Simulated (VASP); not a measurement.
# Hg3H2Br (P-6m2) in VASP: single point with PBE

Aim: the single point of Hg3H2Br with PBE.

Everything below comes from runs of VASP 6.6.1. Logs are shortened: lines on timing, memory, paths and dates and some standing lists are left out, and cuts for length are marked.

### Step 1. The cell of the first run

The structure is hexagonal, space group P-6m2 (No. 187). Conventional cell: a = 3.479 Å, b = 3.479 Å, c = 10.229 Å, α = 90.00°, β = 90.00°, γ = 120.00°. Within 3.5 Å of Hg (site symmetry 3m) lie 3 H at 2.63 Å and 3 Br at 2.63 Å and 8 Hg at 3.41 to 3.48 Å. Within 3.5 Å of Hg (site symmetry -6m2) lie 6 H at 2.63 Å and 8 Hg at 3.41 to 3.48 Å. H (site symmetry 3m) has 6 Hg at 2.63 Å and 1 Br at 3.41 Å and 7 H at 3.41 to 3.48 Å within 3.5 Å. Within 3.5 Å of Br (site symmetry -6m2) lie 6 Hg at 2.63 Å and 2 H at 3.41 Å and 6 Br at 3.48 Å.

### Step 2. Single point, PBE

Contents of INCAR:

```
SYSTEM = Hg3H2Br
PREC     = Accurate       ! precision mode
ENCUT    = 520            ! plane-wave cutoff, eV
EDIFF    = 1E-6           ! SCF threshold, eV
ISMEAR   = 0              ! smearing method
SIGMA    = 0.1            ! smearing width, eV
LREAL    = .FALSE.        ! projectors in reciprocal space
LASPH    = .TRUE.         ! aspherical terms in the spheres
NELM     = 80             ! most SCF steps
ALGO     = Normal         ! electronic algorithm
ISIF     = 2              ! what is computed and relaxed
LWAVE    = .FALSE.        ! write WAVECAR
LCHARG   = .FALSE.        ! write CHGCAR
GGA      = PE             ! functional
NBANDS   = 32             ! bands
```

Contents of KPOINTS:

```
regular mesh
0
G
  6 6 2
  0 0 0
```

Contents of POSCAR:

```
Hg3H2Br
1.0
    3.4791867400      0.0000000000      0.0000000000
   -1.7395933700      3.0130641000      0.0000000000
    0.0000000000      0.0000000000     10.2288090100
Hg H Br
3 2 1
Direct
    0.0000000000      0.0000000000      0.8333333300
    0.0000000000      0.0000000000      0.1666666700
    0.0000000000      0.0000000000      0.5000000000
    0.3333333300      0.6666666700      0.3333333300
    0.3333333300      0.6666666700      0.6666666700
    0.3333333300      0.6666666700      0.0000000000
```

Potentials or basis: VASP PAW PBE potentials, release 64 (Hg, H, Br).

Command:

```
$ cat potpaw_PBE.64/Hg/POTCAR potpaw_PBE.64/H/POTCAR potpaw_PBE.64/Br/POTCAR > POTCAR
$ mpirun -np 1 vasp_std > vasp.out
```

OUTCAR:

```text
SYSTEM = Hg3H2Br
   PREC = Accurate
   ENCUT = 520
   EDIFF = 1E-6
   ISMEAR = 0
   LREAL = .FALSE.
   LASPH = .TRUE.
   NELM = 80
   ISIF = 2
   GGA = PE

 ion  position               nearest neighbor table
   1  0.000  0.000  0.833-   6 2.63   6 2.63   6 2.63   3 3.41   2 3.41
   2  0.000  0.000  0.167-   6 2.63   6 2.63   6 2.63   3 3.41   1 3.41
   3  0.000  0.000  0.500-   1 3.41   2 3.41
   4  0.333  0.667  0.333-
   5  0.333  0.667  0.667-
   6  0.333  0.667  0.000-   1 2.63   2 2.63   1 2.63   2 2.63   1 2.63   2 2.63

  LATTYP: Found a hexagonal cell.
 ALAT       =     3.4791867400
 C/A-ratio  =     2.9399999984

  Lattice vectors:

 A1 = (   3.4791867400,   0.0000000000,   0.0000000000)
 A2 = (  -1.7395933700,   3.0130641000,   0.0000000000)
 A3 = (   0.0000000000,   0.0000000000,  10.2288090100)

Analysis of symmetry for initial positions (statically):
=====================================================================
 Subroutine PRICEL returns:
 Original cell was already a primitive cell.

 Routine SETGRP: Setting up the symmetry group for a
 hexagonal supercell.

 Subroutine GETGRP returns: Found 12 space group operations
 (whereof 12 operations were pure point group operations)
 out of a pool of 24 trial point group operations.

The static configuration has the point symmetry D_3h.

Analysis of symmetry for dynamics (positions and initial velocities):
=====================================================================
 Subroutine PRICEL returns:
 Original cell was already a primitive cell.

 Routine SETGRP: Setting up the symmetry group for a
 hexagonal supercell.

 Subroutine GETGRP returns: Found 12 space group operations
 (whereof 12 operations were pure point group operations)
 out of a pool of 24 trial point group operations.

The dynamic configuration has the point symmetry D_3h.

 Subroutine INISYM returns: Found 12 space group operations
 (whereof 12 operations are pure point group operations),
 and found     1 'primitive' translations

----------------------------------------------------------------------------------------

                                     Primitive cell

  volume of cell :     107.2287

  direct lattice vectors                    reciprocal lattice vectors
     3.479186740  0.000000000  0.000000000     0.287423491  0.165944030  0.000000000
    -1.739593370  3.013064100  0.000000000     0.000000000  0.331888060  0.000000000
     0.000000000  0.000000000 10.228809010     0.000000000  0.000000000  0.097763092

  length of vectors
     3.479186740  3.479186739 10.228809010     0.331888060  0.331888060  0.097763092

  position of ions in fractional coordinates (direct lattice)
     0.000000000  0.000000000  0.833333330
     0.000000000  0.000000000  0.166666670
     0.000000000  0.000000000  0.500000000
     0.333333330  0.666666670  0.333333330
     0.333333330  0.666666670  0.666666670
     0.333333330  0.666666670  0.000000000

  ion indices of the primitive-cell ions
   primitive index   ion index
                 1           1
                 2           2
                 3           3
                 4           4
                 5           5
                 6           6

----------------------------------------------------------------------------------------

 KPOINTS: regular mesh

Automatic generation of k-mesh.
 Grid dimensions read from file:
 generate k-points for:    6    6    2

 Generating k-lattice:

  Cartesian coordinates                     Fractional coordinates (reciprocal lattice)
     0.047903915  0.027657338  0.000000000     0.166666667  0.000000000  0.000000000
     0.000000000  0.055314677  0.000000000     0.000000000  0.166666667  0.000000000
     0.000000000  0.000000000  0.048881546     0.000000000  0.000000000  0.500000000

  Length of vectors
     0.055314677  0.055314677  0.048881546

  Shift w.r.t. Gamma in fractional coordinates (k-lattice)
     0.000000000  0.000000000  0.000000000

 Subroutine IBZKPT returns following result:
 ===========================================

 Found     14 irreducible k-points:

 Following reciprocal coordinates:
            Coordinates               Weight
  0.000000  0.000000  0.000000      1.000000
  0.166667  0.000000  0.000000      6.000000
  0.333333  0.000000  0.000000      6.000000
  0.500000  0.000000  0.000000      3.000000
  0.166667  0.166667  0.000000      6.000000
  0.333333  0.166667  0.000000     12.000000
  0.333333  0.333333  0.000000      2.000000
  0.000000  0.000000  0.500000      1.000000
  0.166667  0.000000  0.500000      6.000000
  0.333333  0.000000  0.500000      6.000000
  0.500000  0.000000  0.500000      3.000000
  0.166667  0.166667  0.500000      6.000000
  0.333333  0.166667  0.500000     12.000000
  0.333333  0.333333  0.500000      2.000000
   k-points           NKPTS =     14   k-points in BZ     NKDIM =     14   number of bands    NBANDS=     32
   number of dos      NEDOS =    301   number of ions     NIONS =      6
   total plane-waves  NPLWV =  62720
   dimension x,y,z NGX =    28 NGY =   28 NGZ =   80
   dimension x,y,z NGXF=    56 NGYF=   56 NGZF=  160
   ions per type =               3   2   1
   NGX,Y,Z   is equivalent  to a cutoff of  13.38, 13.38, 13.00 a.u.
   NGXF,Y,Z  is equivalent  to a cutoff of  26.76, 26.76, 26.00 a.u.
 SYSTEM =  Hg3H2Br
   PREC   = accura    normal or accurate (medium, high low for compatibility)
   ISTART =      0    job   : 0-new  1-cont  2-samecut
   ICHARG =      2    charge: 1-file 2-atom 10-const
   ISPIN  =      1    spin polarized calculation?
   LNONCOLLINEAR =      F non collinear calculations
   LSORBIT =      F    spin-orbit coupling
   LASPH  =      T    aspherical Exc in radial PAW
   ENCUT  =  520.0 eV  38.22 Ry    6.18 a.u.   6.47  6.47 19.02*2*pi/ulx,y,z
   NELM   =     80;   NELMIN=  2; NELMDL= -5     # of ELM steps
   EDIFF  = 0.1E-05   stopping-criterion for ELM
   LREAL  =      F    real-space projection
   EDIFFG = 0.1E-04   stopping-criterion for IOM
   NSW    =      0    number of steps for IOM
   IBRION =     -1    ionic relax: 0-MD 1-quasi-New 2-CG
   NFREE  =      0    steps in history (QN), initial steepest desc. (CG)
   ISIF   =      2    stress and relaxation
   ISYM   =      2    0-nonsym 1-usesym 2-fastsym
   POTIM  = 0.5000    time-step for ionic-motion
   TEBEG  =    0.0;   TEEND  =   0.0 temperature during run
   PSTRESS=    0.0 pullay stress
   NELECT =      45.0000    total number of electrons
   NUPDOWN=      -1.0000    fix difference up-down
   EMIN   =  10.00;   EMAX   =-10.00  energy-range for DOS
   EFERMI =   0.00;   METHOD = LEGACY
   ISMEAR =     0;   SIGMA  =   0.10  broadening in eV -4-tet -1-fermi 0-gaus
   EFERMI_NEDOS =   21; number of points for ismear=-14 and -15
   IALGO  =     38    algorithm
   IMIX   =      4    mixing-type and parameters
     AMIX     =   0.40;   BMIX     =  1.00
     AMIX_MAG =   1.60;   BMIX_MAG =  1.00
  volume/ion in A,a.u.               =      17.87       120.60
  Fermi-wavevector in a.u.,A,eV,Ry     =   1.225675  2.316190 20.439745  1.502279
  Thomas-Fermi vector in A             =   2.360704
   LORBIT       =      0    0 simple, 1 ext, 2 COOP (PROOUT), +10 PAW based schemes
   GGA     = PE    functional components
   LHFCALC =     F    Hartree Fock is set to
   AEXX    =    0.0000 exact exchange contribution
   IVDW    =     0    specifies the selected vdW correction
   LEPSILON=     F    determine dielectric tensor
   LRPA    =     F    only Hartree local field effects (RPA)
 non-spin polarized calculation
 Gauss-broadening in eV      SIGMA  =   0.10
  energy-cutoff  :      520.00
  volume of cell :      107.23
 maximum number of plane-waves:      2930
 NGX is ok and might be reduce to    28
   NGX = 13   NGY = 13   NGZ = 39

 number of electron      44.9999997 magnetization

 Free energy of the ion-electron system (eV)
  ---------------------------------------------------
  ext. energy  EPLUGINS =         0.00000000
  ---------------------------------------------------
  free energy    TOTEN  =        -3.73339728 eV

  energy without entropy =       -3.71536291  energy(sigma->0) =       -3.72438009

 E-fermi :   2.5947     XC(G=0): -10.1824

 val. band max:        2.5762211089   @ k =   0.3333   0.1667   0.5000
 cond. band min:       2.6207376966   @ k =   0.3333   0.0000   0.0000
 fundamental gap:      0.0445165877
 Fermi energy:         2.5946685014

 k-point     1 :       0.0000    0.0000    0.0000
  band No.  band energies     occupation
      1     -15.7546      2.00000
      2      -6.7736      2.00000
      3      -5.2313      2.00000
      4      -5.2313      2.00000
      5      -5.1774      2.00000
      6      -4.6447      2.00000
[... 24 lines left out ...]
     31      12.7298      0.00000
     32      12.7298      0.00000

 k-point     2 :       0.1667    0.0000    0.0000
  band No.  band energies     occupation
      1     -15.5605      2.00000
      2      -6.4700      2.00000
      3      -5.6430      2.00000
      4      -5.2313      2.00000
      5      -5.0077      2.00000
      6      -4.6900      2.00000
[... 24 lines left out ...]
     31      11.2067      0.00000
     32      11.8660      0.00000

 k-point     3 :       0.3333    0.0000    0.0000
  band No.  band energies     occupation
      1     -15.1259      2.00000
      2      -6.4532      2.00000
      3      -6.1652      2.00000
      4      -5.3386      2.00000
      5      -5.0394      2.00000
      6      -4.7938      2.00000
[... 24 lines left out ...]
     31      10.4737      0.00000
     32      11.5099      0.00000

 k-point     4 :       0.5000    0.0000    0.0000
  band No.  band energies     occupation
      1     -14.8782      2.00000
      2      -6.9118      2.00000
      3      -6.1765      2.00000
      4      -5.4181      2.00000
      5      -5.1057      2.00000
      6      -4.9064      2.00000
[... 24 lines left out ...]
     31       9.9909      0.00000
     32      12.3326      0.00000

 k-point     5 :       0.1667    0.1667    0.0000
  band No.  band energies     occupation
      1     -15.2425      2.00000
      2      -6.1610      2.00000
      3      -6.1022      2.00000
      4      -5.5012      2.00000
      5      -4.7911      2.00000
      6      -4.6837      2.00000
[... 234 lines left out ...]
     31       9.3884      0.00000
     32      10.8795      0.00000

 k-point    12 :       0.1667    0.1667    0.5000
  band No.  band energies     occupation
      1     -15.2424      2.00000
      2      -6.1646      2.00000
      3      -6.0906      2.00000
      4      -5.4934      2.00000
      5      -4.7787      2.00000
      6      -4.6820      2.00000
[... 24 lines left out ...]
     31      10.5632      0.00000
     32      11.0552      0.00000

 k-point    13 :       0.3333    0.1667    0.5000
  band No.  band energies     occupation
      1     -14.8838      2.00000
      2      -6.6318      2.00000
      3      -6.0883      2.00000
      4      -5.7349      2.00000
      5      -4.8650      2.00000
      6      -4.7465      2.00000
[... 24 lines left out ...]
     31      10.1461      0.00000
     32      10.1704      0.00000

 k-point    14 :       0.3333    0.3333    0.5000
  band No.  band energies     occupation
      1     -14.7581      2.00000
      2      -6.3672      2.00000
      3      -6.2568      2.00000
      4      -6.0250      2.00000
      5      -4.6303      2.00000
      6      -4.5408      2.00000
[... 24 lines left out ...]
     31       9.5876      0.00000
     32      10.6487      0.00000

------------------------ aborting loop because EDIFF is reached ----------------------------------------

  FORCE on cell =-STRESS in cart. coord.  units (eV):
  Direction    XX          YY          ZZ          XY          YZ          ZX
  --------------------------------------------------------------------------------------
  -------------------------------------------------------------------------------------
  Total        8.6549635      8.6549635     10.9047101      0.0000000      0.0000000      0.0000000
  in kB      129.3196867    129.3196866    162.9346784      0.0000000      0.0000000      0.0000000
  external PRESSURE =     140.5246839 kB  Pullay stress =       0.0000000 kB

 VOLUME and BASIS-vectors are now :
 -----------------------------------------------------------------------------
  energy-cutoff  :      520.00
  volume of cell :      107.23
      direct lattice vectors                 reciprocal lattice vectors
     3.479186740  0.000000000  0.000000000     0.287423491  0.165944030  0.000000000
    -1.739593370  3.013064100  0.000000000     0.000000000  0.331888060  0.000000000
     0.000000000  0.000000000 10.228809010     0.000000000  0.000000000  0.097763092

 POSITION                                       TOTAL-FORCE (eV/Angst)
 -----------------------------------------------------------------------------------
      0.00000      0.00000      8.52401         0.000000      0.000000     -4.414011
      0.00000      0.00000      1.70480         0.000000      0.000000      4.414011
      0.00000      0.00000      5.11440        -0.000000      0.000000     -0.000000
     -0.00000      2.00871      3.40960         0.000000      0.000000     -0.316925
     -0.00000      2.00871      6.81921        -0.000000     -0.000000      0.316925
     -0.00000      2.00871      0.00000        -0.000000      0.000000     -0.000000
 -----------------------------------------------------------------------------------
    total drift:                                0.000010     -0.000006      0.000000

  FREE ENERGIE OF THE ION-ELECTRON SYSTEM (eV)
  ---------------------------------------------------
  free  energy   TOTEN  =        -3.7333972825 eV

  energy  without entropy=       -3.7153629064  energy(sigma->0) =       -3.72438009
```

It took 49 s on 1 thread of Intel Xeon Platinum 8259CL at 2.50GHz (Skylake/Cascade Lake), shared host; peak memory 0.25 GiB.

Results:

* Free energy: -3.7334 eV
* Pressure: 14.1 GPa
* Largest force: 4.414 eV/Å
* Band gap on the k mesh: zero (an odd number of electrons rules out a gap without spin polarisation)

Forces on the atoms (eV/Å):
```
Hg   0.000  0.000 -4.414
Hg   0.000  0.000  4.414
Hg   0.000  0.000  0.000
H    0.000  0.000 -0.317
H    0.000  0.000  0.317
Br   0.000  0.000  0.000
```

Stress tensor (GPa, compression positive):
```
12.93  0.00  0.00
 0.00 12.93  0.00
 0.00  0.00 16.29
```

Levels at points of the mesh, in eV from the Fermi level:
| k point | band 21 | band 22 | band 23 | band 24 | band 25 | band 26 |
| --- | --- | --- | --- | --- | --- | --- |
| (0.00, 0.00, 0.00) | -2.50 | -2.50 | 1.36 | 1.71 | 4.87 | 7.31 |
| (0.50, 0.00, 0.00) | -2.35 | -1.25 | -1.01 | 0.27 | 2.19 | 3.80 |
| (0.00, 0.00, 0.50) | -2.50 | -1.18 | -1.11 | 3.29 | 4.26 | 7.34 |
| (0.50, 0.00, 0.50) | -2.21 | -2.20 | -0.48 | 0.44 | 1.78 | 2.86 |

Caveat: the cell stands under pressure; spin-orbit coupling is left out, which moves the levels of the heavy elements; an odd number of electrons without spin polarisation forces a metal; a magnetic or distorted state may lie lower.

The gap in the log of VASP goes by the Fermi energy; the results here count the filled bands.